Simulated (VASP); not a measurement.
SrGe2H2:

```xyz
5
Lattice="2.2025 3.8149 0.0000 -2.2025 3.8149 0.0000 0.0000 0.0000 4.7117" Properties=species:S:1:pos:R:3 pbc="T T T"
Ge   -0.0002    2.5434    2.1938
Ge    0.0002    5.0864    2.5179
H    -0.0002    2.5434    0.5027
H     0.0002    5.0864    4.2089
Sr    0.0000    0.0000    0.0000
```

Base run:

| Item | Value |
| --- | --- |
| Program | VASP 6.6.1 |
| Functional | r2SCAN |
| Potentials or basis | VASP PAW PBE potentials, release 64 (Ge_d, H, Sr_sv) |
| Cutoff | 520 eV |
| k mesh | 5 × 5 × 4 |
| Occupations | fermi-dirac, width 0.1 eV |
| Spin | no spin polarisation |

Its results: band gap on the k mesh zero (band 20 reaches 5.97 eV, above the bottom of band 21 at 4.99 eV); pressure 3.2 GPa; largest force 1.287 eV/Å.

**Question.** The run is repeated on the same cell with these changes: functional from r2SCAN to RPBE; further incar settings from ALGO = Normal; EDIFF = 1e-06; NBANDS = 28 to ALGO = Normal; EDIFF = 1e-07; NBANDS = 28. What comes out?

**Answer.** Band gap on the k mesh zero (band 20 reaches 6.00 eV, above the bottom of band 21 at 4.99 eV); pressure 6.6 GPa; largest force 1.245 eV/Å.

Caveats: the PAW data sets were made with another functional, which shifts forces and pressure a little.
